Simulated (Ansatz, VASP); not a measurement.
**Ag in VASP and in Ansatz**

```xyz
2
Lattice="0.0000 3.2304 3.2304 3.2304 0.0000 3.2304 3.2304 3.2304 0.0000" Properties=species:S:1:pos:R:3 pbc="T T T"
Ag    0.8076    0.8076    0.8076
Ag    5.6532    5.6532    5.6532
```

Alike in both runs: task single point; functional RPBE; k mesh 10 × 10 × 10; occupations fermi-dirac, width 0.1 eV; no spin polarisation.

|  | VASP | Ansatz |
| --- | --- | --- |
| version | VASP 6.6.1 | Ansatz 0.2.0 |
| potentials or method | VASP PAW PBE potentials, release 64 (Ag), cutoff 520 eV | plane waves (420 eV) with PAW, scalar-relativistic |
| valence electrons in the cell | 22 | 38 |

|  | VASP | Ansatz | Ansatz less VASP |
| --- | --- | --- | --- |
| pressure (GPa) | -0.7 | -0.7 | +0.03 |

VASP's potentials were made for PBE, not for RPBE. VASP's potentials hold 22 valence electrons a cell and Ansatz's 38, so a difference there can come from the potentials and not from the codes.
